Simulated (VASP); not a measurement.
**YSe2: single point with PBE**

The system is YSe2.

```
CELL_PARAMETERS angstrom
-2.02246 2.82146 6.61769
2.02246 -2.82146 6.61769
2.02246 2.82146 -6.61769
ATOMIC_POSITIONS crystal
Y 0.84950 0.84950 0.00000
Y 0.15050 0.15050 0.00000
Se 0.70625 0.20625 0.50000
Se 0.29375 0.79375 0.50000
Se 0.78838 0.50000 0.28838
Se 0.21162 0.50000 0.71162
```

```
Program             : VASP 6.6.1
Task                : single point
Functional          : PBE
Potentials or basis : VASP PAW PBE potentials, release 64 (Y_sv, Se)
Cutoff              : 520 eV
k mesh              : 6 × 6 × 6
Occupations         : gaussian, width 0.01 eV
Spin                : no spin polarisation
```

```json
{"Pressure": "2.1 GPa", "Largest force": "0.329 eV/Å", "Band gap on the k mesh": "0.17 eV (least direct gap 0.79 eV)"}
```

Forces on the atoms (eV/Å):
```
Y    0.000  0.000  0.124
Y    0.000  0.000 -0.124
Se   0.000  0.000 -0.155
Se   0.000  0.000  0.155
Se   0.000 -0.329  0.000
Se   0.000  0.329  0.000
```

Stress tensor (GPa, compression positive):
```
2.06 0.00 0.00
0.00 2.43 0.00
0.00 0.00 1.93
```

Levels at points of the mesh, in eV from the valence-band top:
| k point | band 21 | band 22 | band 23 | band 24 | band 25 | band 26 |
| --- | --- | --- | --- | --- | --- | --- |
| (0.00, 0.00, 0.00) | -0.78 | -0.32 | -0.19 | 1.22 | 2.46 | 2.80 |
| (0.50, 0.00, 0.00) | -1.35 | -0.91 | -0.72 | 0.22 | 1.18 | 2.53 |
| (0.00, 0.50, 0.00) | -1.62 | -1.24 | -1.16 | 2.50 | 3.19 | 3.37 |
| (0.50, 0.50, 0.00) | -1.63 | -1.12 | -0.92 | 0.27 | 2.86 | 3.36 |
| (0.50, 0.50, 0.50) | -0.79 | -0.73 | 0.00 | 0.79 | 2.41 | 3.00 |

It took 15 min on 1 thread of Intel Xeon 8259CL, on a shared host, peak memory 0.55 GiB.

A k mesh can miss the band edges.
